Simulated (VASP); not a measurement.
Runs of VASP 6.6.1 on SnO2. The structure is that of space group I4_1/amd (No. 141), or close to it. The cells are those of the table. 

| task | level | potentials or basis | cell | k mesh | cutoff (eV) | gap on the mesh (eV) | pressure (GPa) | largest force (eV/Å) |
| --- | --- | --- | --- | --- | --- | --- | --- | --- |
| relaxation of the atoms | PBE | VASP PAW PBE potentials, release 64 (Sn_d, O) | atoms relaxed from a = 5.853 Å, angles 140.0, 140.0, 57.8°, 6 atoms | 7 × 7 × 7 | 520 | (c) | 6.2 | - |
| single point | PBEsol | VASP PAW PBE potentials, release 64 (Sn_d, O) | a = 5.733 Å, angles 140.0, 140.0, 57.8°, 6 atoms | 9 × 9 × 9 | 520 | 2.23 | (b) | 0.35 |
| relaxation of cell and atoms | LDA | VASP PAW LDA potentials, release 64 (Sn_d, O) | relaxed from a = 5.853 Å, angles 140.0, 140.0, 57.8°, 6 atoms | 9 × 9 × 9 | 600 | 1.72 | 0.1 | 0.01 |
| single point | PBEsol | VASP PAW PBE potentials, release 64 (Sn_d, O) | a = 5.853 Å, angles 140.0, 140.0, 57.8°, 6 atoms | 9 × 9 × 9 | 520 | 1.55 | 1.2 | 0.06 |
| single point | PBEsol | VASP PAW PBE potentials, release 64 (Sn_d, O) | a = 5.813 Å, angles 140.0, 140.0, 57.8°, 6 atoms | 9 × 9 × 9 | 520 | 1.77 | 5.1 | 0.07 |
| single point | PBEsol | VASP PAW PBE potentials, release 64 (Sn_d, O) | a = 5.773 Å, angles 140.0, 140.0, 57.8°, 6 atoms | 9 × 9 × 9 | 520 | 1.99 | (a) | 0.21 |

Alike in all rows: no spin polarisation; smearing fermi-dirac 0.05 eV.

Task: Fill in the values left out.

Result: (a) 9.3; (b) 14.1; (c) 1.62.

Caveats: spin-orbit coupling is left out, which moves the levels of the heavy elements; the PAW data sets were made with another functional, which shifts forces and pressure a little (at least some runs); the cell stands under pressure (at least some runs).

A k mesh can miss the band edges, and the runs leave out spin-orbit coupling on Sn.
